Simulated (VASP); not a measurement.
# ZnSe in VASP: a series of runs

The runs below take ZnSe through single point, with PBEsol.

Everything below comes from runs of VASP 6.6.1. Logs are shortened: lines on timing, memory, paths and dates and some standing lists are left out, and cuts for length are marked.

### 1 The cell of the first run

It takes space group P4/nmm (No. 129, tetragonal). Conventional cell: a = 4.108 Å, b = 4.108 Å, c = 6.070 Å, α = 90.00°, β = 90.00°, γ = 90.00°. Within 3.4 Å of Zn (site symmetry -4m2) lie 4 Se at 2.54 Å and 4 Zn at 2.90 Å. Within 3.4 Å of Se (site symmetry 4mm) lie 4 Zn at 2.54 Å.

### 2 Single point, PBEsol

Contents of INCAR:

```
SYSTEM = ZnSe
ALGO     = Normal         ! electronic algorithm
EDIFF    = 1E-6           ! SCF threshold, eV
ENCUT    = 520            ! plane-wave cutoff, eV
GGA      = PS             ! functional
ISIF     = 2              ! what is computed and relaxed
ISMEAR   = -1             ! smearing method
LASPH    = .TRUE.         ! aspherical terms in the spheres
LCHARG   = .FALSE.        ! write CHGCAR
LREAL    = .FALSE.        ! projectors in reciprocal space
LWAVE    = .FALSE.        ! write WAVECAR
NBANDS   = 26             ! bands
NELM     = 80             ! most SCF steps
PREC     = Accurate       ! precision mode
SIGMA    = 0.02           ! smearing width, eV
```

Contents of KPOINTS:

```
k-points
0
G
  6 6 4
  0 0 0
```

Contents of POSCAR:

```
ZnSe
1.0
    4.1077020000      0.0000000000      0.0000000000
    0.0000000000      4.1077020000      0.0000000000
    0.0000000000      0.0000000000      6.0703500000
Zn Se
2 2
Direct
    0.0000000000      0.0000000000      0.0000000000
    0.5000000000      0.5000000000      0.0000000000
    0.0000000000      0.5000000000      0.2462800000
    0.5000000000      0.0000000000      0.7537200000
```

Potentials or basis: VASP PAW PBE potentials, release 64 (Zn, Se).

Run with:

```sh
$ cat potpaw_PBE.64/Zn/POTCAR potpaw_PBE.64/Se/POTCAR > POTCAR
$ mpirun -np 1 vasp_std > vasp.out
```

OUTCAR:

```text
SYSTEM = ZnSe
   EDIFF = 1E-6
   ENCUT = 520
   GGA = PS
   ISIF = 2
   ISMEAR = -1
   LASPH = .TRUE.
   LREAL = .FALSE.
   NELM = 80
   PREC = Accurate

 ion  position               nearest neighbor table
   1  0.000  0.000  0.000-   3 2.54   4 2.54   3 2.54   4 2.54   2 2.90   2 2.90   2 2.90   2 2.90

   2  0.500  0.500  0.000-   3 2.54   4 2.54   4 2.54   3 2.54   1 2.90   1 2.90   1 2.90   1 2.90

   3  0.000  0.500  0.246-   1 2.54   2 2.54   1 2.54   2 2.54
   4  0.500  0.000  0.754-   1 2.54   2 2.54   2 2.54   1 2.54

  LATTYP: Found a simple tetragonal cell.
 ALAT       =     4.1077020000
 C/A-ratio  =     1.4777970749

  Lattice vectors:

 A1 = (   4.1077020000,   0.0000000000,   0.0000000000)
 A2 = (   0.0000000000,   4.1077020000,   0.0000000000)
 A3 = (   0.0000000000,   0.0000000000,   6.0703500000)

Analysis of symmetry for initial positions (statically):
=====================================================================
 Subroutine PRICEL returns:
 Original cell was already a primitive cell.

 Routine SETGRP: Setting up the symmetry group for a
 simple tetragonal supercell.

 Subroutine GETGRP returns: Found 16 space group operations
 (whereof  8 operations were pure point group operations)
 out of a pool of 16 trial point group operations.

The static configuration has the point symmetry D_2d.
 The point group associated with its full space group is D_4h.

Analysis of symmetry for dynamics (positions and initial velocities):
=====================================================================
 Subroutine PRICEL returns:
 Original cell was already a primitive cell.

 Routine SETGRP: Setting up the symmetry group for a
 simple tetragonal supercell.

 Subroutine GETGRP returns: Found 16 space group operations
 (whereof  8 operations were pure point group operations)
 out of a pool of 16 trial point group operations.

The dynamic configuration has the point symmetry D_2d.
 The point group associated with its full space group is D_4h.

 Subroutine INISYM returns: Found 16 space group operations
 (whereof  8 operations are pure point group operations),
 and found     1 'primitive' translations

----------------------------------------------------------------------------------------

                                     Primitive cell

  volume of cell :     102.4263

  direct lattice vectors                    reciprocal lattice vectors
[... 84 lines left out ...]
   ICHARG =      2    charge: 1-file 2-atom 10-const
   ISPIN  =      1    spin polarized calculation?
   LNONCOLLINEAR =      F non collinear calculations
   LSORBIT =      F    spin-orbit coupling
   LASPH  =      T    aspherical Exc in radial PAW
   ENCUT  =  520.0 eV  38.22 Ry    6.18 a.u.   7.64  7.64 11.29*2*pi/ulx,y,z
   NELM   =     80;   NELMIN=  2; NELMDL= -5     # of ELM steps
   EDIFF  = 0.1E-05   stopping-criterion for ELM
   LREAL  =      F    real-space projection
   EDIFFG = 0.1E-04   stopping-criterion for IOM
   NSW    =      0    number of steps for IOM
   IBRION =     -1    ionic relax: 0-MD 1-quasi-New 2-CG
   NFREE  =      0    steps in history (QN), initial steepest desc. (CG)
   ISIF   =      2    stress and relaxation
   ISYM   =      2    0-nonsym 1-usesym 2-fastsym
   POTIM  = 0.5000    time-step for ionic-motion
   TEBEG  =    0.0;   TEEND  =   0.0 temperature during run
   PSTRESS=    0.0 pullay stress
   NELECT =      36.0000    total number of electrons
   NUPDOWN=      -1.0000    fix difference up-down
   EMIN   =  10.00;   EMAX   =-10.00  energy-range for DOS
   EFERMI =   0.00;   METHOD = LEGACY
   ISMEAR =    -1;   SIGMA  =   0.02  broadening in eV -4-tet -1-fermi 0-gaus
   EFERMI_NEDOS =   21; number of points for ismear=-14 and -15
   IALGO  =     38    algorithm
   IMIX   =      4    mixing-type and parameters
     AMIX     =   0.40;   BMIX     =  1.00
     AMIX_MAG =   1.60;   BMIX_MAG =  1.00
  volume/ion in A,a.u.               =      25.61       172.80
  Fermi-wavevector in a.u.,A,eV,Ry     =   1.155328  2.183253 18.160809  1.334782
  Thomas-Fermi vector in A             =   2.291957
   LORBIT       =      0    0 simple, 1 ext, 2 COOP (PROOUT), +10 PAW based schemes
   GGA     = PS    functional components
   LHFCALC =     F    Hartree Fock is set to
   AEXX    =    0.0000 exact exchange contribution
   IVDW    =     0    specifies the selected vdW correction
   LEPSILON=     F    determine dielectric tensor
   LRPA    =     F    only Hartree local field effects (RPA)
 non-spin polarized calculation
  energy-cutoff  :      520.00
  volume of cell :      102.43
 maximum number of plane-waves:      2783
 NGX is ok and might be reduce to    32
   NGX = 15   NGY = 15   NGZ = 23

 number of electron      35.9999984 magnetization

 Free energy of the ion-electron system (eV)
  ---------------------------------------------------
  ext. energy  EPLUGINS =         0.00000000
  ---------------------------------------------------
  free energy    TOTEN  =       -12.83165658 eV

  energy without entropy =      -12.83165658  energy(sigma->0) =      -12.83165658

 E-fermi :   0.9948     XC(G=0):  -8.8398

 val. band max:        0.5236241118   @ k =   0.0000   0.0000   0.0000
 cond. band min:       2.3784783243   @ k =   0.0000   0.0000   0.0000
 fundamental gap:      1.8548542125
 Fermi energy:         0.9947911840

 k-point     1 :       0.0000    0.0000    0.0000
  band No.  band energies     occupation
      1     -12.3769      2.00000
      2     -11.4508      2.00000
      3      -6.1777      2.00000
      4      -6.1751      2.00000
      5      -6.0921      2.00000
      6      -6.0921      2.00000
[... 685 lines left out ...]
     25       9.2753      0.00000
     26       9.2753      0.00000

 [... further k-points ...]
[... 5 lines left out ...]
  --------------------------------------------------------------------------------------
  -------------------------------------------------------------------------------------
  Total       -1.7815885     -1.7815885     -1.3746372      0.0000000      0.0000000     -0.0000000
  in kB      -27.8680386    -27.8680386    -21.5024070      0.0000000      0.0000000     -0.0000000
  external PRESSURE =     -25.7461614 kB  Pullay stress =       0.0000000 kB

 VOLUME and BASIS-vectors are now :
 -----------------------------------------------------------------------------
  energy-cutoff  :      520.00
  volume of cell :      102.43
      direct lattice vectors                 reciprocal lattice vectors
     4.107702000  0.000000000  0.000000000     0.243445118  0.000000000  0.000000000
     0.000000000  4.107702000  0.000000000     0.000000000  0.243445118  0.000000000
     0.000000000  0.000000000  6.070350000     0.000000000  0.000000000  0.164735147

 POSITION                                       TOTAL-FORCE (eV/Angst)
 -----------------------------------------------------------------------------------
      0.00000      0.00000      0.00000         0.000000     -0.000000      0.000000
      2.05385      2.05385      0.00000         0.000000      0.000000      0.000000
      0.00000      2.05385      1.49501         0.000000     -0.000000     -0.352954
      2.05385      0.00000      4.57534        -0.000000      0.000000      0.352954
 -----------------------------------------------------------------------------------
    total drift:                                0.000000     -0.000000     -0.000000

  FREE ENERGIE OF THE ION-ELECTRON SYSTEM (eV)
  ---------------------------------------------------
  free  energy   TOTEN  =       -12.8316565759 eV

  energy  without entropy=      -12.8316565759  energy(sigma->0) =      -12.83165658
```

stdout:

```text
POSCAR found type information on POSCAR ZnSe
 POSCAR found :  2 types and       4 ions
 scaLAPACK will be used
 -----------------------------------------------------------------------------
|                                                                             |
|                                                                             |
|     You enforced a specific xc type in the INCAR file but a different       |
|     I HOPE YOU KNOW WHAT YOU ARE DOING!                                     |
|                                                                             |
 -----------------------------------------------------------------------------

 LDA part: xc-table for (Slater+PW92), standard interpolation
 POSCAR, INCAR and KPOINTS ok, starting setup
 FFT: planning ... GRIDC
 FFT: planning ... GRID_SOFT
 FFT: planning ... GRID
 WAVECAR not read
 entering main loop
```

Wall time 69 s (1 thread of AMD EPYC 9R45 (Zen 5), shared host); peak memory 0.21 GiB.

Results:

| Property | Result |
| --- | --- |
| Free energy | -12.8317 eV |
| Pressure | -2.6 GPa |
| Largest force | 0.353 eV/Å |
| Band gap on the k mesh | 1.85 eV, direct |

Forces in eV/Å, atoms in the order of the input:
```
Zn   0.000  0.000  0.000
Zn   0.000  0.000  0.000
Se   0.000  0.000 -0.353
Se   0.000  0.000  0.353
```

Levels at points of the mesh, in eV from the valence-band top:
| k point | band 16 | band 17 | band 18 | band 19 | band 20 | band 21 |
| --- | --- | --- | --- | --- | --- | --- |
| (0.00, 0.00, 0.00) | -0.01 | 0.00 | 0.00 | 1.85 | 1.88 | 2.93 |
| (0.50, 0.00, 0.00) | -1.52 | -0.77 | -0.77 | 3.42 | 3.42 | 5.86 |
| (0.50, 0.50, 0.00) | -2.18 | -2.03 | -2.03 | 3.35 | 3.35 | 3.55 |
| (0.00, 0.00, 0.50) | -1.14 | -0.27 | -0.27 | 1.98 | 3.28 | 3.61 |
| (0.50, 0.00, 0.50) | -0.75 | -0.75 | -0.75 | 2.58 | 2.58 | 5.78 |
| (0.50, 0.50, 0.50) | -2.45 | -2.38 | -2.38 | 4.56 | 4.56 | 4.81 |

Caveat: the PAW data sets were made with another functional, which shifts forces and pressure a little. A k mesh can miss the band edges.

### 3 Single point, PBEsol

Contents of INCAR:

```
SYSTEM = ZnSe
  ALGO = Normal
  EDIFF = 1E-6
  ENCUT = 520
  GGA = PS
  ISIF = 2
  ISMEAR = -1
  LASPH = .True.
  LCHARG = .False.
  LREAL = .False.
  LWAVE = .False.
  NBANDS = 26
  NELM = 80
  PREC = Accurate
  SIGMA = 0.02
```

Contents of KPOINTS:

```
k-points
0
Gamma
  6 6 4
  0 0 0
```

Changes to POSCAR since step 2:

```diff
@@ -2,4 +2,4 @@
 1.0
-    4.1077020000      0.0000000000      0.0000000000
-    0.0000000000      4.1077020000      0.0000000000
+    4.1077020000     -0.0410770200      0.0000000000
+   -0.0410770200      4.1077020000      0.0000000000
     0.0000000000      0.0000000000      6.0703500000
```

Potentials or basis: VASP PAW PBE potentials, release 64 (Zn, Se).

Run with:

```sh
$ cat potpaw_PBE.64/Zn/POTCAR potpaw_PBE.64/Se/POTCAR > POTCAR
$ mpirun -np 1 vasp_std > vasp.out
```

Run time: 1.7 min. Hardware: 1 thread of AMD EPYC 9R45 (Zen 5), shared host; peak memory 0.22 GiB.

Results (log left out):

- Free energy: -12.8300 eV
- Pressure: -2.6 GPa
- Largest force: 0.353 eV/Å
- Band gap on the k mesh: 1.82 eV, direct

Forces on the atoms (eV/Å):
```
Zn   0.000  0.000  0.000
Zn   0.000  0.000  0.000
Se   0.000  0.000 -0.353
Se   0.000  0.000  0.353
```

Stress tensor (GPa, compression positive):
```
-2.79  0.29  0.00
 0.29 -2.79  0.00
 0.00  0.00 -2.15
```

Levels at points of the mesh, in eV from the valence-band top:
```csv
k point,band 14,band 15,band 16,band 17,band 18,band 19,band 20,band 21,band 22,band 23
"(0.00, 0.00, 0.00)",-2.18,-2.17,-0.06,-0.04,0.00,1.82,1.85,2.90,5.68,5.74
"(0.50, 0.00, 0.00)",-4.49,-1.55,-1.55,-0.80,-0.80,3.38,3.38,5.83,5.83,6.51
"(0.50, 0.50, 0.00)",-4.17,-2.25,-2.18,-2.11,-2.01,3.28,3.36,3.44,3.59,10.18
"(0.00, 0.00, 0.50)",-2.04,-2.02,-1.17,-0.32,-0.29,1.95,3.25,3.58,5.15,6.27
"(0.50, 0.00, 0.50)",-4.81,-0.82,-0.82,-0.74,-0.74,2.55,2.55,5.74,5.74,6.11
"(0.50, 0.50, 0.50)",-4.04,-2.52,-2.43,-2.42,-2.41,4.46,4.60,4.70,4.86,7.99
```

Caveat: the PAW data sets were made with another functional, which shifts forces and pressure a little. A hybrid or GW would open this gap; PBEsol tends to underestimate it.
